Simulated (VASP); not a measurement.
W:

```
W
1.0
    -1.58000    1.58000    1.58000
     1.58000   -1.58000    1.58000
     1.58000    1.58000   -1.58000
W
1
Direct
  0.00000 0.00000 0.00000
```

| Quantity | Value |
| --- | --- |
| Program | VASP 6.6.1 |
| Task | relaxation of cell and atoms |
| Functional | PBE |
| Potentials or basis | VASP PAW PBE potentials, release 64 (W_sv) |
| Cutoff | 600 eV |
| k mesh | 24 × 24 × 24 |
| Occupations | methfessel-paxton, width 0.1 eV |
| Spin | no spin polarisation |

At the start: pressure 7.8 GPa; volume 15.78 Å³/atom.

Task: How do energy, volume and symmetry change on relaxing?

Result: Over 4 steps the energy falls by 9.2 meV/atom and the volume is 16.17 Å³/atom (+2.5 %); space group Im-3m (No. 229, to 0.1 Å) before and after.

The path:
```csv
step,energy change (eV),largest force (eV/Å),pressure (GPa),volume (Å³)
1,0.0000,0.0000,7.79,15.78
2,0.0947,0.0000,-21.65,17.59
3,-0.0092,0.0000,-0.25,16.18
4,-0.0092,0.0000,-0.02,16.17
```

Final structure:
```xyz
1
Lattice="-1.5929 1.5929 1.5929 1.5929 -1.5929 1.5929 1.5929 1.5929 -1.5929" Properties=species:S:1:pos:R:3 pbc="T T T"
W     0.0000    0.0000    0.0000
```
